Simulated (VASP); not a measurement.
# K2S (fluorite type) (Fm-3m) in VASP: notebook

The runs below take K2S (fluorite type) through electric field gradients, with PBE.

Everything below comes from runs of VASP 6.6.1. Logs are shortened: lines on timing, memory, paths and dates and some standing lists are left out, and cuts for length are marked.

## 1. The cell of the first run

Symmetry: Fm-3m, No. 225, cubic system. Conventional cell: a = 7.312 Å, b = 7.312 Å, c = 7.312 Å, α = 90.00°, β = 90.00°, γ = 90.00°. S (site symmetry m-3m) has 8 K at 3.17 Å within 4.2 Å. Within 4.2 Å of K (site symmetry -43m) lie 4 S at 3.17 Å and 6 K at 3.66 Å.

## 2. Electric field gradients, PBE (32.57 Å³/atom)

Input file INCAR:

```
SYSTEM = K2S
  ALGO = Normal
  EDIFF = 1E-8
  ENCUT = 400
  GGA = PE
  GGA_COMPAT = .False.
  ISIF = 2
  ISMEAR = -1
  LASPH = .True.
  LCHARG = .False.
  LEFG = .True.
  LREAL = .False.
  LWAVE = .False.
  NBANDS = 19
  NELM = 120
  PREC = Accurate
  SIGMA = 0.03
```

Input file KPOINTS:

```
k-points
0
Gamma
  10 10 10
  0 0 0
```

Input file POSCAR:

```
K2S
1.0
    0.0000000000      3.6558024717      3.6558024717
    3.6558024717      0.0000000000      3.6558024717
    3.6558024717      3.6558024717      0.0000000000
S K
1 2
Direct
    0.0000000000      0.0000000000      0.0000000000
    0.2500000000      0.2500000000      0.2500000000
    0.7500000000      0.7500000000      0.7500000000
```

Potentials or basis: VASP PAW PBE potentials, release 64 (S, K_sv).

Started as:

```bash
$ cat potpaw_PBE.64/S/POTCAR potpaw_PBE.64/K_sv/POTCAR > POTCAR
$ mpirun -np 1 vasp_std > vasp.out
```

OUTCAR:

```text
SYSTEM = K2S
   EDIFF = 1E-8
   ENCUT = 400
   GGA = PE
   ISIF = 2
   ISMEAR = -1
   LASPH = .True.
   LREAL = .False.
   NELM = 120
   PREC = Accurate

 ion  position               nearest neighbor table
   1  0.000  0.000  0.000-   3 3.17   3 3.17   3 3.17   2 3.17   3 3.17   2 3.17   2 3.17   2 3.17

   2  0.250  0.250  0.250-   1 3.17   1 3.17   1 3.17   1 3.17   3 3.66   3 3.66   3 3.66   3 3.66
                             3 3.66   3 3.66
   3  0.750  0.750  0.750-   1 3.17   1 3.17   1 3.17   1 3.17   2 3.66   2 3.66   2 3.66   2 3.66
                             2 3.66   2 3.66

  LATTYP: Found a face centered cubic cell.
 ALAT       =     7.3116049434

  Lattice vectors:

 A1 = (   0.0000000000,   3.6558024717,   3.6558024717)
 A2 = (   3.6558024717,   0.0000000000,   3.6558024717)
 A3 = (   3.6558024717,   3.6558024717,   0.0000000000)

Analysis of symmetry for initial positions (statically):
=====================================================================
 Subroutine PRICEL returns:
 Original cell was already a primitive cell.

 Routine SETGRP: Setting up the symmetry group for a
 face centered cubic supercell.

 Subroutine GETGRP returns: Found 48 space group operations
 (whereof 48 operations were pure point group operations)
 out of a pool of 48 trial point group operations.

The static configuration has the point symmetry O_h .

Analysis of symmetry for dynamics (positions and initial velocities):
=====================================================================
 Subroutine PRICEL returns:
 Original cell was already a primitive cell.

 Routine SETGRP: Setting up the symmetry group for a
 face centered cubic supercell.

 Subroutine GETGRP returns: Found 48 space group operations
 (whereof 48 operations were pure point group operations)
 out of a pool of 48 trial point group operations.

The dynamic configuration has the point symmetry O_h .

 Subroutine INISYM returns: Found 48 space group operations
 (whereof 48 operations are pure point group operations),
 and found     1 'primitive' translations

----------------------------------------------------------------------------------------

                                     Primitive cell

  volume of cell :      97.7188

  direct lattice vectors                    reciprocal lattice vectors
     0.000000000  3.655802472  3.655802472    -0.136768877  0.136768877  0.136768877
     3.655802472  0.000000000  3.655802472     0.136768877 -0.136768877  0.136768877
     3.655802472  3.655802472  0.000000000     0.136768877  0.136768877 -0.136768877

  length of vectors
     5.170085437  5.170085437  5.170085437     0.236890645  0.236890645  0.236890645

  position of ions in fractional coordinates (direct lattice)
     0.000000000  0.000000000  0.000000000
     0.250000000  0.250000000  0.250000000
     0.750000000  0.750000000  0.750000000

  ion indices of the primitive-cell ions
   primitive index   ion index
                 1           1
                 2           2
                 3           3

----------------------------------------------------------------------------------------

 KPOINTS: k-points

Automatic generation of k-mesh.
 Grid dimensions read from file:
 generate k-points for:   10   10   10

 Generating k-lattice:

  Cartesian coordinates                     Fractional coordinates (reciprocal lattice)
    -0.013676888  0.013676888  0.013676888     0.100000000  0.000000000  0.000000000
     0.013676888 -0.013676888  0.013676888     0.000000000  0.100000000  0.000000000
     0.013676888  0.013676888 -0.013676888     0.000000000  0.000000000  0.100000000

  Length of vectors
     0.023689064  0.023689064  0.023689064

  Shift w.r.t. Gamma in fractional coordinates (k-lattice)
     0.000000000  0.000000000  0.000000000

 Subroutine IBZKPT returns following result:
 ===========================================

 Found     47 irreducible k-points:

 Following reciprocal coordinates:
            Coordinates               Weight
  0.000000  0.000000  0.000000      1.000000
  0.100000  0.000000  0.000000      8.000000
  0.200000  0.000000  0.000000      8.000000
  0.300000  0.000000  0.000000      8.000000
  0.400000  0.000000  0.000000      8.000000
  0.500000  0.000000  0.000000      4.000000
[... 16 lines left out ...]
  0.300000  0.300000  0.000000      6.000000
  0.400000  0.300000  0.000000     24.000000
 [... further k-points ...]
   k-points           NKPTS =     47   k-points in BZ     NKDIM =     47   number of bands    NBANDS=     19
   number of dos      NEDOS =    301   number of ions     NIONS =      3
   total plane-waves  NPLWV =  46656
   dimension x,y,z NGX =    36 NGY =   36 NGZ =   36
   dimension x,y,z NGXF=    72 NGYF=   72 NGZF=   72
   ions per type =               1   2
   NGX,Y,Z   is equivalent  to a cutoff of  11.58, 11.58, 11.58 a.u.
   NGXF,Y,Z  is equivalent  to a cutoff of  23.15, 23.15, 23.15 a.u.
 SYSTEM =  K2S
   PREC   = accura    normal or accurate (medium, high low for compatibility)
   ISTART =      0    job   : 0-new  1-cont  2-samecut
   ICHARG =      2    charge: 1-file 2-atom 10-const
   ISPIN  =      1    spin polarized calculation?
   LNONCOLLINEAR =      F non collinear calculations
   LSORBIT =      F    spin-orbit coupling
   LASPH  =      T    aspherical Exc in radial PAW
   ENCUT  =  400.0 eV  29.40 Ry    5.42 a.u.   8.43  8.43  8.43*2*pi/ulx,y,z
   NELM   =    120;   NELMIN=  2; NELMDL= -5     # of ELM steps
   EDIFF  = 0.1E-07   stopping-criterion for ELM
   LREAL  =      F    real-space projection
   EDIFFG = 0.1E-06   stopping-criterion for IOM
   NSW    =      0    number of steps for IOM
   IBRION =     -1    ionic relax: 0-MD 1-quasi-New 2-CG
   NFREE  =      0    steps in history (QN), initial steepest desc. (CG)
   ISIF   =      2    stress and relaxation
   ISYM   =      2    0-nonsym 1-usesym 2-fastsym
   POTIM  = 0.5000    time-step for ionic-motion
   TEBEG  =    0.0;   TEEND  =   0.0 temperature during run
   PSTRESS=    0.0 pullay stress
   NELECT =      24.0000    total number of electrons
   NUPDOWN=      -1.0000    fix difference up-down
   EMIN   =  10.00;   EMAX   =-10.00  energy-range for DOS
   EFERMI =   0.00;   METHOD = LEGACY
   ISMEAR =    -1;   SIGMA  =   0.03  broadening in eV -4-tet -1-fermi 0-gaus
   EFERMI_NEDOS =   21; number of points for ismear=-14 and -15
   IALGO  =     38    algorithm
   IMIX   =      4    mixing-type and parameters
     AMIX     =   0.40;   BMIX     =  1.00
     AMIX_MAG =   1.60;   BMIX_MAG =  1.00
  volume/ion in A,a.u.               =      32.57       219.81
  Fermi-wavevector in a.u.,A,eV,Ry     =   1.025225  1.937394 14.300898  1.051086
  Thomas-Fermi vector in A             =   2.159054
   LORBIT       =      0    0 simple, 1 ext, 2 COOP (PROOUT), +10 PAW based schemes
   GGA     = PE    functional components
   LHFCALC =     F    Hartree Fock is set to
   AEXX    =    0.0000 exact exchange contribution
   IVDW    =     0    specifies the selected vdW correction
   LEPSILON=     F    determine dielectric tensor
   LRPA    =     F    only Hartree local field effects (RPA)
 non-spin polarized calculation
  energy-cutoff  :      400.00
  volume of cell :       97.72
 maximum number of plane-waves:      1807
 NGX is ok and might be reduce to    36
   NGX = 17   NGY = 17   NGZ = 17

 number of electron      23.9999995 magnetization

 Free energy of the ion-electron system (eV)
  ---------------------------------------------------
  ext. energy  EPLUGINS =         0.00000000
  ---------------------------------------------------
  free energy    TOTEN  =        -9.39465970 eV

  energy without entropy =       -9.39465970  energy(sigma->0) =       -9.39465970

 E-fermi :   0.5784     XC(G=0):  -7.4781

 val. band max:       -0.2151590675   @ k =   0.5000   0.5000   0.0000
 cond. band min:       2.2620055772   @ k =   0.0000   0.0000   0.0000
 fundamental gap:      2.4771646447
 Fermi energy:         0.5783761227

 k-point     1 :       0.0000    0.0000    0.0000
  band No.  band energies     occupation
      1     -29.3663      2.00000
      2     -29.2707      2.00000
      3     -12.9724      2.00000
      4     -12.9724      2.00000
      5     -12.9724      2.00000
      6     -12.7088      2.00000
[... 505 lines left out ...]
      6     -12.7064      2.00000
[... 11 lines left out ...]
     18       7.3209      0.00000
     19       8.0416      0.00000

 [... further k-points ...]

------------------------ aborting loop because EDIFF is reached ----------------------------------------

  FORCE on cell =-STRESS in cart. coord.  units (eV):
  Direction    XX          YY          ZZ          XY          YZ          ZX
  --------------------------------------------------------------------------------------
  -------------------------------------------------------------------------------------
  Total        0.8188984      0.8188984      0.8188984      0.0000000      0.0000000      0.0000000
  in kB       13.4264878     13.4264878     13.4264878      0.0000000      0.0000000      0.0000000
  external PRESSURE =      13.4264878 kB  Pullay stress =       0.0000000 kB

 VOLUME and BASIS-vectors are now :
 -----------------------------------------------------------------------------
  energy-cutoff  :      400.00
  volume of cell :       97.72
      direct lattice vectors                 reciprocal lattice vectors
     0.000000000  3.655802472  3.655802472    -0.136768877  0.136768877  0.136768877
     3.655802472  0.000000000  3.655802472     0.136768877 -0.136768877  0.136768877
     3.655802472  3.655802472  0.000000000     0.136768877  0.136768877 -0.136768877

 POSITION                                       TOTAL-FORCE (eV/Angst)
 -----------------------------------------------------------------------------------
      0.00000      0.00000      0.00000         0.000000     -0.000000      0.000000
      1.82790      1.82790      1.82790         0.000000      0.000000      0.000000
      5.48370      5.48370      5.48370        -0.000000     -0.000000     -0.000000
 -----------------------------------------------------------------------------------
    total drift:                                0.000000      0.000000      0.000000

  FREE ENERGIE OF THE ION-ELECTRON SYSTEM (eV)
  ---------------------------------------------------
  free  energy   TOTEN  =        -9.3946596989 eV

  energy  without entropy=       -9.3946596989  energy(sigma->0) =       -9.39465970

 Electric field gradients (V/A^2)
---------------------------------------------------------------------
 ion       V_xx      V_yy      V_zz      V_xy      V_xz      V_yz
---------------------------------------------------------------------
   1      -0.000    -0.000     0.000     0.001     0.001     0.001
   2       0.000    -0.000    -0.000    -0.000    -0.000    -0.000
   3       0.000    -0.000     0.000    -0.000    -0.000    -0.000
---------------------------------------------------------------------

 Electric field gradients after diagonalization (V/A^2)
 (convention: |V_zz| > |V_xx| > |V_yy|)
----------------------------------------------------------------------
 ion       V_xx      V_yy      V_zz     asymmetry (V_yy - V_xx)/ V_zz
----------------------------------------------------------------------
   1      -0.001    -0.001     0.001       0.000
   2       0.000     0.000    -0.001       0.000
   3       0.000     0.000    -0.001       0.000
----------------------------------------------------------------------

           NMR quadrupolar parameters

 Cq : quadrupolar parameter    Cq=e*Q*V_zz/h
 eta: asymmetry parameters     (V_yy - V_xx)/ V_zz
 Q  : nuclear electric quadrupole moment in mb (millibarn)
----------------------------------------------------------------------
 ion       Cq(MHz)       eta       Q (mb)
----------------------------------------------------------------------
   1       0.000       0.000       1.000
   2      -0.000       0.000       1.000
   3      -0.000       0.000       1.000
----------------------------------------------------------------------
```

Run time: 2.4 min. Hardware: 1 thread of Oxide Virtual Turin-like, shared host; peak memory 0.19 GiB.

Results:

```yaml
Free_energy: -9.3947 eV
Pressure: 1.3 GPa
Band_gap_on_the_k_mesh: 2.48 eV (least direct gap 2.71 eV)
Largest_electric_field_gradient_by_atom: under 0.05 V/Å² on every atom
```

Levels at points of the mesh, in eV from the valence-band top:
```tsv
k point	band 8	band 9	band 10	band 11	band 12	band 13	band 14	band 15	band 16	band 17
(0.00, 0.00, 0.00)	-12.49	-9.65	-0.23	-0.23	-0.23	2.48	5.47	5.47	7.60	7.60
(0.50, 0.00, 0.00)	-12.63	-9.42	-0.64	-0.08	-0.08	4.79	5.20	5.87	5.87	7.68
(0.50, 0.50, 0.00)	-12.42	-9.37	-0.78	0.00	0.00	3.52	5.36	6.66	6.79	7.72
```

A k mesh can miss the band edges.

(Part 1 of 3 ends here.)
